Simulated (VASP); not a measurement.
# Cs (I4/mmm) in VASP: further runs

Cs is run at these levels: PBE; tasks: single point, relaxation of cell and atoms.

Everything below comes from runs of VASP 6.6.1. Logs are shortened: lines on timing, memory, paths and dates and some standing lists are left out, and cuts for length are marked.

### Step 1. The cell of the first run

The structure is tetragonal, space group I4/mmm (No. 139). Conventional cell: a = 5.519 Å, b = 5.519 Å, c = 7.674 Å, α = 90.00°, β = 90.00°, γ = 90.00°.

### Step 2. Single point, PBE (biaxial strain in the a-b plane: +2.0 %, then relaxed in part)

The input, INCAR:

```
SYSTEM = Cs
ALGO     = Fast           ! electronic algorithm
EDIFF    = 1E-7           ! SCF threshold, eV
ENCUT    = 520            ! plane-wave cutoff, eV
GGA      = PE             ! functional
ISIF     = 2              ! what is computed and relaxed
ISMEAR   = 0              ! smearing method
LASPH    = .TRUE.         ! aspherical terms in the spheres
LCHARG   = .FALSE.        ! write CHGCAR
LREAL    = .FALSE.        ! projectors in reciprocal space
LWAVE    = .FALSE.        ! write WAVECAR
NBANDS   = 16             ! bands
NELM     = 80             ! most SCF steps
PREC     = Accurate       ! precision mode
SIGMA    = 0.1            ! smearing width, eV
```

The input, KPOINTS:

```
k-points
0
G
  8 8 6
  0 0 0
```

The input, POSCAR:

```
Cs
1.0
    5.5192519631      0.0000000000      0.0000000000
    0.0000000000      5.5192519631      0.0000000000
    0.0000000000      0.0000000000      7.6740519828
Cs
2
Direct
    0.0000000000      0.0000000000      0.0000000000
    0.5000000000      0.5000000000      0.5000000000
```

Potentials or basis: VASP PAW PBE potentials, release 64 (Cs_sv).

On the command line:

```bash
$ cat potpaw_PBE.64/Cs_sv/POTCAR > POTCAR
$ mpirun -np 1 vasp_std > vasp.out
```

OUTCAR:

```text
SYSTEM = Cs
   EDIFF = 1E-7
   ENCUT = 520
   GGA = PE
   ISIF = 2
   ISMEAR = 0
   LASPH = .TRUE.
   LREAL = .FALSE.
   NELM = 80
   PREC = Accurate

 ion  position               nearest neighbor table
   1  0.000  0.000  0.000-
   2  0.500  0.500  0.500-

  LATTYP: Found a simple tetragonal cell.
 ALAT       =     5.5192519631
 C/A-ratio  =     1.3904152291

  Lattice vectors:

 A1 = (   5.5192519631,   0.0000000000,   0.0000000000)
 A2 = (   0.0000000000,   5.5192519631,   0.0000000000)
 A3 = (   0.0000000000,   0.0000000000,   7.6740519828)

Analysis of symmetry for initial positions (statically):
=====================================================================
 Subroutine PRICEL returns following result:

  LATTYP: Found a body centered tetragonal cell.
 ALAT       =     5.5192519631
 C/A-ratio  =     1.3904152291

  Lattice vectors:

 A1 = (  -2.7596259816,  -2.7596259815,  -3.8370259914)
 A2 = (   2.7596259816,   2.7596259815,  -3.8370259914)
 A3 = (   2.7596259816,  -2.7596259816,   3.8370259914)

   2 primitive cells build up your supercell.

 Routine SETGRP: Setting up the symmetry group for a
 simple tetragonal supercell.

 Subroutine GETGRP returns: Found 16 space group operations
 (whereof 16 operations were pure point group operations)
 out of a pool of 16 trial point group operations.

The static configuration has the point symmetry D_4h.

Analysis of symmetry for dynamics (positions and initial velocities):
=====================================================================
 Subroutine PRICEL returns following result:

  LATTYP: Found a body centered tetragonal cell.
 ALAT       =     5.5192519631
 C/A-ratio  =     1.3904152291

  Lattice vectors:

 A1 = (  -2.7596259816,  -2.7596259815,  -3.8370259914)
 A2 = (   2.7596259816,   2.7596259815,  -3.8370259914)
 A3 = (   2.7596259816,  -2.7596259816,   3.8370259914)

   2 primitive cells build up your supercell.

 Routine SETGRP: Setting up the symmetry group for a
 simple tetragonal supercell.

 Subroutine GETGRP returns: Found 16 space group operations
 (whereof 16 operations were pure point group operations)
 out of a pool of 16 trial point group operations.

The dynamic configuration has the point symmetry D_4h.

 Subroutine INISYM returns: Found 16 space group operations
 (whereof 16 operations are pure point group operations),
 and found     2 'primitive' translations

----------------------------------------------------------------------------------------

                                     Primitive cell

  volume of cell :     116.8840

  direct lattice vectors                    reciprocal lattice vectors
    -2.759625982 -2.759625982 -3.837025991    -0.000000000 -0.181183973 -0.130309255
     2.759625982  2.759625982 -3.837025991     0.181183973 -0.000000000 -0.130309255
     2.759625982 -2.759625982  3.837025991     0.181183973 -0.181183973  0.000000000

  length of vectors
     5.473010102  5.473010102  5.473010102     0.223177360  0.223177360  0.256232832

  position of ions in fractional coordinates (direct lattice)
     0.000000000  0.000000000  0.000000000

  ion indices of the primitive-cell ions
   primitive index   ion index
                 1           1

----------------------------------------------------------------------------------------

 KPOINTS: k-points

Automatic generation of k-mesh.
 Grid dimensions read from file:
 generate k-points for:    8    8    6

 Generating k-lattice:

  Cartesian coordinates                     Fractional coordinates (reciprocal lattice)
     0.022647997  0.000000000  0.000000000     0.125000000  0.000000000  0.000000000
     0.000000000  0.022647997  0.000000000     0.000000000  0.125000000  0.000000000
     0.000000000  0.000000000  0.021718209     0.000000000  0.000000000  0.166666667

  Length of vectors
     0.022647997  0.022647997  0.021718209

  Shift w.r.t. Gamma in fractional coordinates (k-lattice)
     0.000000000  0.000000000  0.000000000

 Subroutine IBZKPT returns following result:
 ===========================================

 Found     60 irreducible k-points:

 Following reciprocal coordinates:
            Coordinates               Weight
  0.000000  0.000000  0.000000      1.000000
  0.125000  0.000000  0.000000      4.000000
  0.250000  0.000000  0.000000      4.000000
  0.375000  0.000000  0.000000      4.000000
  0.500000  0.000000  0.000000      2.000000
  0.125000  0.125000  0.000000      4.000000
[... 16 lines left out ...]
  0.375000  0.125000  0.166667     16.000000
  0.500000  0.125000  0.166667      8.000000
 [... further k-points ...]
   k-points           NKPTS =     60   k-points in BZ     NKDIM =     60   number of bands    NBANDS=     16
   number of dos      NEDOS =    301   number of ions     NIONS =      2
   total plane-waves  NPLWV = 105840
   dimension x,y,z NGX =    42 NGY =   42 NGZ =   60
   dimension x,y,z NGXF=    84 NGYF=   84 NGZF=  120
   ions per type =               2
   NGX,Y,Z   is equivalent  to a cutoff of  12.65, 12.65, 13.00 a.u.
   NGXF,Y,Z  is equivalent  to a cutoff of  25.30, 25.30, 26.00 a.u.
 SYSTEM =  Cs
   PREC   = accura    normal or accurate (medium, high low for compatibility)
   ISTART =      0    job   : 0-new  1-cont  2-samecut
   ICHARG =      2    charge: 1-file 2-atom 10-const
   ISPIN  =      1    spin polarized calculation?
   LNONCOLLINEAR =      F non collinear calculations
   LSORBIT =      F    spin-orbit coupling
   LASPH  =      T    aspherical Exc in radial PAW
   ENCUT  =  520.0 eV  38.22 Ry    6.18 a.u.  10.26 10.26 14.27*2*pi/ulx,y,z
   NELM   =     80;   NELMIN=  2; NELMDL= -5     # of ELM steps
   EDIFF  = 0.1E-06   stopping-criterion for ELM
   LREAL  =      F    real-space projection
   EDIFFG = 0.1E-05   stopping-criterion for IOM
   NSW    =      0    number of steps for IOM
   IBRION =     -1    ionic relax: 0-MD 1-quasi-New 2-CG
   NFREE  =      0    steps in history (QN), initial steepest desc. (CG)
   ISIF   =      2    stress and relaxation
   ISYM   =      2    0-nonsym 1-usesym 2-fastsym
   POTIM  = 0.5000    time-step for ionic-motion
   TEBEG  =    0.0;   TEEND  =   0.0 temperature during run
   PSTRESS=    0.0 pullay stress
   NELECT =      18.0000    total number of electrons
   NUPDOWN=      -1.0000    fix difference up-down
   EMIN   =  10.00;   EMAX   =-10.00  energy-range for DOS
   EFERMI =   0.00;   METHOD = LEGACY
   ISMEAR =     0;   SIGMA  =   0.10  broadening in eV -4-tet -1-fermi 0-gaus
   EFERMI_NEDOS =   21; number of points for ismear=-14 and -15
   IALGO  =     68    algorithm
   IMIX   =      4    mixing-type and parameters
     AMIX     =   0.40;   BMIX     =  1.00
     AMIX_MAG =   1.60;   BMIX_MAG =  1.00
  volume/ion in A,a.u.               =     116.88       788.77
  Fermi-wavevector in a.u.,A,eV,Ry     =   0.696472  1.316142  6.599831  0.485074
  Thomas-Fermi vector in A             =   1.779532
   LORBIT       =      0    0 simple, 1 ext, 2 COOP (PROOUT), +10 PAW based schemes
   GGA     = PE    functional components
   LHFCALC =     F    Hartree Fock is set to
   AEXX    =    0.0000 exact exchange contribution
   IVDW    =     0    specifies the selected vdW correction
   LEPSILON=     F    determine dielectric tensor
   LRPA    =     F    only Hartree local field effects (RPA)
 non-spin polarized calculation
 RMM-DIIS sequential band-by-band and
 Gauss-broadening in eV      SIGMA  =   0.10
  energy-cutoff  :      520.00
  volume of cell :      233.77
 maximum number of plane-waves:      6328
 NGX is ok and might be reduce to    42
   NGX = 21   NGY = 21   NGZ = 29

 number of electron      17.9999997 magnetization

 Free energy of the ion-electron system (eV)
  ---------------------------------------------------
  ext. energy  EPLUGINS =         0.00000000
  ---------------------------------------------------
  free energy    TOTEN  =        -1.70726089 eV

  energy without entropy =       -1.69471887  energy(sigma->0) =       -1.70098988

 E-fermi :   0.4051     XC(G=0):  -5.3656

 val. band max:        0.3886082804   @ k =   0.5000   0.0000   0.5000
 cond. band min:       0.4373707660   @ k =   0.5000   0.1250   0.3333
 fundamental gap:      0.0487624856
 Fermi energy:         0.4050689814

 k-point     1 :       0.0000    0.0000    0.0000
  band No.  band energies     occupation
      1     -23.4483      2.00000
      2     -23.4406      2.00000
      3     -10.3164      2.00000
      4     -10.2446      2.00000
      5     -10.2446      2.00000
      6     -10.1953      2.00000
[... 8 lines left out ...]
     15       2.8884      0.00000
     16       3.8850      0.00000

 k-point     2 :       0.1250    0.0000    0.0000
  band No.  band energies     occupation
      1     -23.4478      2.00000
      2     -23.4406      2.00000
      3     -10.3109      2.00000
      4     -10.2523      2.00000
      5     -10.2420      2.00000
      6     -10.2070      2.00000
[... 8 lines left out ...]
     15       2.9196      0.00000
     16       3.7145      0.00000

 k-point     3 :       0.2500    0.0000    0.0000
  band No.  band energies     occupation
      1     -23.4463      2.00000
      2     -23.4408      2.00000
      3     -10.2957      2.00000
      4     -10.2699      2.00000
      5     -10.2357      2.00000
      6     -10.2347      2.00000
[... 8 lines left out ...]
     15       3.0673      0.00000
     16       3.4256      0.00000

 k-point     4 :       0.3750    0.0000    0.0000
  band No.  band energies     occupation
      1     -23.4445      2.00000
      2     -23.4415      2.00000
      3     -10.2848      2.00000
      4     -10.2739      2.00000
      5     -10.2665      2.00000
      6     -10.2274      2.00000
[... 8 lines left out ...]
     15       3.1749      0.00000
     16       3.1883      0.00000
[... 324 lines left out ...]
 k-point    22 :       0.2500    0.1250    0.1667
  band No.  band energies     occupation
      1     -23.4455      2.00000
      2     -23.4411      2.00000
      3     -10.2965      2.00000
      4     -10.2616      2.00000
      5     -10.2522      2.00000
      6     -10.2346      2.00000
[... 8 lines left out ...]
     15       2.9843      0.00000
     16       3.0499      0.00000

 k-point    23 :       0.3750    0.1250    0.1667
  band No.  band energies     occupation
      1     -23.4439      2.00000
      2     -23.4415      2.00000
      3     -10.2996      2.00000
      4     -10.2810      2.00000
      5     -10.2557      2.00000
      6     -10.2273      2.00000
[... 8 lines left out ...]
     15       2.9837      0.00000
     16       3.0388      0.00000

 k-point    24 :       0.5000    0.1250    0.1667
  band No.  band energies     occupation
      1     -23.4425      2.00000
      2     -23.4425      2.00000
      3     -10.2984      2.00000
      4     -10.2984      2.00000
      5     -10.2383      2.00000
      6     -10.2383      2.00000
[... 8 lines left out ...]
     15       3.0202      0.00000
     16       3.0202      0.00000

 [... further k-points ...]

------------------------ aborting loop because EDIFF is reached ----------------------------------------

  FORCE on cell =-STRESS in cart. coord.  units (eV):
  Direction    XX          YY          ZZ          XY          YZ          ZX
  --------------------------------------------------------------------------------------
  -------------------------------------------------------------------------------------
  Total        0.0118235      0.0118235     -0.0069571      0.0000000      0.0000000      0.0000000
  in kB        0.0810347      0.0810347     -0.0476818      0.0000000      0.0000000      0.0000000
  external PRESSURE =       0.0381292 kB  Pullay stress =       0.0000000 kB

 VOLUME and BASIS-vectors are now :
 -----------------------------------------------------------------------------
  energy-cutoff  :      520.00
  volume of cell :      233.77
      direct lattice vectors                 reciprocal lattice vectors
     5.519251963  0.000000000  0.000000000     0.181183973  0.000000000  0.000000000
     0.000000000  5.519251963  0.000000000     0.000000000  0.181183973  0.000000000
     0.000000000  0.000000000  7.674051983     0.000000000  0.000000000  0.130309255

 POSITION                                       TOTAL-FORCE (eV/Angst)
 -----------------------------------------------------------------------------------
      0.00000      0.00000      0.00000        -0.000000     -0.000000     -0.000000
      2.75963      2.75963      3.83703         0.000000      0.000000      0.000000
 -----------------------------------------------------------------------------------
    total drift:                                0.000000      0.000000     -0.000000

  FREE ENERGIE OF THE ION-ELECTRON SYSTEM (eV)
  ---------------------------------------------------
  free  energy   TOTEN  =        -1.7072608895 eV

  energy  without entropy=       -1.6947188717  energy(sigma->0) =       -1.70098988
```

It took 89 s on 1 thread of Intel Xeon 6975P-C (Granite Rapids), shared host; peak memory 0.41 GiB.

Results:

```yaml
Free_energy: -1.7073 eV
Pressure: 0.0 GPa
Band_gap_on_the_k_mesh: zero (bands 9 and 10 overlap by 1.62 eV)
```

Levels at points of the mesh, in eV from the Fermi level:
```tsv
k point	band 5	band 6	band 7	band 8	band 9	band 10	band 11	band 12	band 13	band 14
(0.00, 0.00, 0.00)	-10.65	-10.60	-10.60	-10.60	-1.65	0.31	1.04	1.48	2.43	2.43
(0.50, 0.00, 0.00)	-10.65	-10.65	-10.62	-10.62	-0.19	-0.19	1.39	1.39	1.55	1.55
(0.50, 0.50, 0.00)	-10.65	-10.65	-10.64	-10.64	0.28	0.28	1.07	1.07	1.39	1.39
(0.00, 0.00, 0.50)	-10.63	-10.63	-10.63	-10.63	-0.84	-0.84	1.56	1.56	2.23	2.23
(0.50, 0.00, 0.50)	-10.62	-10.62	-10.62	-10.62	-0.02	-0.02	0.76	0.76	2.27	2.27
(0.50, 0.50, 0.50)	-10.68	-10.68	-10.65	-10.65	0.78	0.78	1.19	1.19	1.19	1.19
```

Caveat: the cell differs from its parent crystal (biaxial strain in the a-b plane: +2.0 %, then relaxed in part); spin-orbit coupling is left out, which moves the levels of the heavy elements.

### Step 3. Single point, PBE (biaxial strain in the a-b plane: +1.0 %, then relaxed in part)

The input, INCAR:

```
PREC = Accurate
ENCUT = 520
EDIFF = 1E-6
ISMEAR = 0
SIGMA = 0.1
LREAL = False
LASPH = True
NELM = 80
ALGO = Fast
ISIF = 2
LWAVE = False
LCHARG = False
GGA = PE
NBANDS = 16
```

The input, KPOINTS:

```
regular mesh
0
Gamma
  8 8 6
```

The input, POSCAR:

```
Cs
1.0
    5.4651416497      0.0000000000      0.0000000000
    0.0000000000      5.4651416497      0.0000000000
    0.0000000000      0.0000000000      7.9316245936
Cs
2
Direct
    0.0000000000      0.0000000000      0.0000000000
    0.5000000000      0.5000000000      0.5000000000
```

Potentials or basis: VASP PAW PBE potentials, release 64 (Cs_sv).

On the command line:

```bash
$ cat potpaw_PBE.64/Cs_sv/POTCAR > POTCAR
$ mpirun -np 1 vasp_std > vasp.out
```

Wall time 76 s (1 thread of Intel Xeon 6975P-C (Granite Rapids), shared host); peak memory 0.41 GiB.

Results (log left out):

```yaml
Free_energy: -1.7063 eV
Pressure: 0.0 GPa
Band_gap_on_the_k_mesh: zero (bands 9 and 10 overlap by 1.64 eV)
```

Levels at points of the mesh, in eV from the Fermi level:
```tsv
k point	band 6	band 7	band 8	band 9	band 10	band 11	band 12	band 13
(0.00, 0.00, 0.00)	-10.61	-10.61	-10.61	-1.64	0.26	1.09	1.30	2.38
(0.50, 0.00, 0.00)	-10.66	-10.63	-10.63	-0.16	-0.16	1.30	1.30	1.54
(0.50, 0.50, 0.00)	-10.66	-10.66	-10.66	0.31	0.31	1.05	1.05	1.44
(0.00, 0.00, 0.50)	-10.63	-10.63	-10.63	-0.88	-0.88	1.57	1.57	2.10
(0.50, 0.00, 0.50)	-10.63	-10.63	-10.63	-0.01	-0.01	0.74	0.74	2.24
(0.50, 0.50, 0.50)	-10.70	-10.66	-10.66	0.76	0.76	1.22	1.22	1.22
```

Caveat: the cell differs from its parent crystal (biaxial strain in the a-b plane: +1.0 %, then relaxed in part); spin-orbit coupling is left out, which moves the levels of the heavy elements.

### Step 4. Single point, PBE (biaxial strain in the a-b plane: +1.0 %)

The input, INCAR:

```
SYSTEM = Cs
ALGO = Fast ; EDIFF = 1E-6
ENCUT = 520 ; GGA = PE
ISIF = 2 ; ISMEAR = 0
LASPH = .True. ; LCHARG = .False.
LREAL = .False. ; LWAVE = .False.
NBANDS = 16 ; NELM = 80
PREC = Accurate ; SIGMA = 0.1
```

The input, KPOINTS:

```
k-points
0
Gamma
  8 8 6
  0 0 0
```

POSCAR is that of step 3.

On the command line:

```bash
$ cat potpaw_PBE.64/Cs_sv/POTCAR > POTCAR
$ mpirun -np 1 vasp_std > vasp.out
```

Run time: 82 s. Hardware: 1 thread of Intel Xeon 6975P-C (Granite Rapids), shared host; peak memory 0.41 GiB.

Results (log left out):

```
Free energy            : -1.7063 eV
Pressure               : 0.0 GPa
Band gap on the k mesh : zero (bands 9 and 10 overlap by 1.64 eV)
```

Levels at points of the mesh, in eV from the Fermi level:
| k point | band 7 | band 8 | band 9 | band 10 | band 11 | band 12 |
| --- | --- | --- | --- | --- | --- | --- |
| (0.00, 0.00, 0.00) | -10.61 | -10.61 | -1.64 | 0.26 | 1.09 | 1.30 |
| (0.50, 0.00, 0.00) | -10.63 | -10.63 | -0.16 | -0.16 | 1.30 | 1.30 |
| (0.50, 0.50, 0.00) | -10.66 | -10.66 | 0.31 | 0.31 | 1.05 | 1.05 |
| (0.00, 0.00, 0.50) | -10.63 | -10.63 | -0.88 | -0.88 | 1.57 | 1.57 |
| (0.50, 0.00, 0.50) | -10.63 | -10.63 | -0.01 | -0.01 | 0.74 | 0.74 |
| (0.50, 0.50, 0.50) | -10.66 | -10.66 | 0.76 | 0.76 | 1.22 | 1.22 |

Caveat: the cell differs from its parent crystal (biaxial strain in the a-b plane: +1.0 %); spin-orbit coupling is left out, which moves the levels of the heavy elements.

(Continued in part 2 of 2.)

The gap in the log of VASP goes by the Fermi energy; the results here count the filled bands.